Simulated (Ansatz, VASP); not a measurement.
# WSe2: VASP beside Ansatz

```
CELL_PARAMETERS angstrom
3.24066 0.00000 0.00000
-1.62033 2.80650 0.00000
0.00000 0.00000 16.64068
ATOMIC_POSITIONS crystal
W 0.00000 0.00000 0.00000
Se 0.33333 0.66667 0.10101
Se 0.33333 0.66667 0.89899
```

Alike in both runs: functional PBEsol; dispersion D3(BJ); k mesh 12 × 12 × 2; occupations gaussian, width 0.02 eV; no spin polarisation.

Ansatz relaxed the structure, and its values are those at the end. VASP's run is a single point on that final structure, the one shown.

```csv
,VASP,Ansatz
version,VASP 6.6.1,Ansatz 0.2.0
potentials or method,"VASP PAW PBE potentials, release 64 (W_sv, Se), cutoff 520 eV","scalar-relativistic, plane waves, PAW"
valence electrons in the cell,26,46
```

```csv
,VASP,Ansatz,Ansatz less VASP
gap on the k mesh at the Fermi level (eV),1.65,1.65,-0.001
least direct gap on the mesh (eV),1.81,1.81,+0.003
rms of the force components (eV/Å),0.028,0.002,-0.0256
```

VASP's potentials were made for PBE, not for PBEsol. VASP's potentials hold 26 valence electrons a cell and Ansatz's 46, so a difference there can come from the potentials and not from the codes.

Spin-orbit coupling is off throughout.
